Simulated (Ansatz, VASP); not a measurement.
# One calculation of Al, two programs

Contents of INCAR:

```
ALGO = Fast
EDIFF = 1E-7
ENCUT = 520
GGA = PE
ISIF = 2
ISMEAR = 0
IVDW = 12
LASPH = T
LCHARG = T
LELF = T
LREAL = F
LVHAR = T
LWAVE = F
NBANDS = 14
NELM = 100
PREC = Accurate
SIGMA = 0.15
```

KPOINTS

```
k-points
0
Gamma
  18 18 4
```

POSCAR

```
Al
1.0
    2.8144222650      0.0000000000      0.0000000000
   -1.4072111325      2.4373611785      0.0000000000
    0.0000000000      0.0000000000      9.2410470710
Al
4
Direct
    0.0000000000      0.0000000000      0.0000000000
    0.3333333333      0.6666666667      0.1894008065
    0.0000000000      0.0000000000      0.5000000000
    0.6666666667      0.3333333333      0.7500000000
```

Input for Ansatz:

```yaml
crystal:
  lattice:
    - [2.814422265, 0.0, 0.0]
    - [-1.4072111325, 2.4373611785, 0.0]
    - [0.0, 0.0, 9.241047071]
  atoms:
    - { symbol: Al, position: [0.0, 0.0, 0.0] }
    - { symbol: Al, position: [0.3333333333, 0.6666666667, 0.1894008065] }
    - { symbol: Al, position: [0.0, 0.0, 0.5] }
    - { symbol: Al, position: [0.6666666667, 0.3333333333, 0.75] }
basis:
  ecutwfc: 420
kpoints:
  mp_grid: { grid: [18, 18, 4] }
hamiltonian:
  xc: pbe
  pseudopotentials: { kind: paw, azcp: { folder: soft_1 } }
  dispersion: d3bj
scf:
  occupations: { method: gaussian, width: 0.15 }
output:
  forces: true
  stress: true
  eigenvalues: true
  write_density: true
  write_potential: true
  elf: true
  volumetric_format: npy
```

Alike in both runs: task single point; functional PBE; dispersion D3(BJ); k mesh 18 × 18 × 4; occupations gaussian, width 0.15 eV; no spin polarisation.

|  | VASP | Ansatz |
| --- | --- | --- |
| version | VASP 6.6.1 | Ansatz 0.2.0 |
| potentials or method | VASP PAW PBE potentials, release 64 (Al), cutoff 520 eV | scalar-relativistic, plane waves, PAW |
| valence electrons in the cell | 12 | 12 |

Ansatz gave:

* gap on the k mesh at the Fermi level (eV): none
* pressure (GPa): 7.8
* traceless stress, the component that is largest in VASP (GPa): 4.84
* rms of the force components (eV/Å): 1.678

Q: What did VASP give for the same quantities?

A: gap on the k mesh at the Fermi level (eV): none; pressure (GPa): 7.8; traceless stress, the component that is largest in VASP (GPa): 4.86; rms of the force components (eV/Å): 1.680.

Atom by atom the forces differ by 0.002 eV/Å (rms over components). A gap of «none» marks a metal or a gap that the smearing closes.
